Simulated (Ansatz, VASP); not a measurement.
# Two plane-wave programs on C

INCAR

```
PREC     = Accurate       # precision mode
ENCUT    = 520            # plane-wave cutoff, eV
EDIFF    = 1E-6           # SCF threshold, eV
ISMEAR   = -1             # smearing method
SIGMA    = 0.02           # smearing width, eV
LREAL    = False          # projectors in reciprocal space
LASPH    = True           # aspherical terms in the spheres
NELM     = 100            # most SCF steps
ALGO     = Normal         # electronic algorithm
ISIF     = 2              # what is computed and relaxed
LWAVE    = False          # write WAVECAR
LCHARG   = True           # write CHGCAR
GGA      = PE             # functional
LELF     = True           # ELF
LVHAR    = True         
NBANDS   = 11             # bands
```

File KPOINTS:

```
regular mesh
0
Gamma
  12 12 12
```

The input POSCAR:

```
C
1.0
    0.0130558426      1.7753787438      1.7753787438
    1.7753787438      0.0130558426      1.7753787438
    1.7753787438      1.7753787438      0.0130558426
C
2
Direct
    0.0000703803      0.0000703803      0.0000703803
    0.2499296197      0.2499296197      0.2499296197
```

Input for Ansatz:

```yaml
crystal:
  lattice:
    - [0.0130558426, 1.7753787438, 1.7753787438]
    - [1.7753787438, 0.0130558426, 1.7753787438]
    - [1.7753787438, 1.7753787438, 0.0130558426]
  atoms:
    - { symbol: C, position: [7.03803e-05, 7.03803e-05, 7.03803e-05] }
    - { symbol: C, position: [0.2499296197, 0.2499296197, 0.2499296197] }
kpoints:
  mp_grid: { grid: [12, 12, 12] }
  band_path:
    path:
      - [0.0, 0.0, 0.0]
      - [0.5, 0.0, 0.5]
      - [0.625, 0.25, 0.625]
      - [0.375, 0.375, 0.75]
      - [0.5, 0.5, 0.5]
      - [0.5, 0.25, 0.75]
      - [-0.001302, 0.364583, 0.364583]
    npoints: 1
hamiltonian:
  xc: pbe
scf:
  occupations: { method: fermi_dirac, width: 0.02 }
  n_extra_bands: 4
output:
  forces: true
  stress: true
  eigenvalues: true
```

Change from the starting cell: epitaxial_111 strain -1.0%.

Alike in both runs: task single point; functional PBE; k mesh 12 × 12 × 12; occupations fermi-dirac, width 0.02 eV; no spin polarisation.

|  | VASP | Ansatz |
| --- | --- | --- |
| version | VASP 6.6.1 | Ansatz 0.2.0 |
| potentials or method | VASP PAW PBE potentials, release 64 (C) | plane waves, PAW |
| plane-wave cutoff (eV) | 520 | 420 |
| valence electrons in the cell | 8 | 8 |

|  | VASP | Ansatz | Ansatz less VASP |
| --- | --- | --- | --- |
| gap on the k mesh at the Fermi level (eV) | 4.19 | 4.20 | +0.006 |
| pressure (GPa) | 13.9 | 13.1 | -0.79 |
| traceless stress, the component that is largest in VASP (GPa) | -4.41 | -4.38 | +0.026 |
| rms of the force components (eV/Å) | 0.010 | 0.008 | -0.0021 |

Atom by atom the forces differ by 0.002 eV/Å (rms over components).
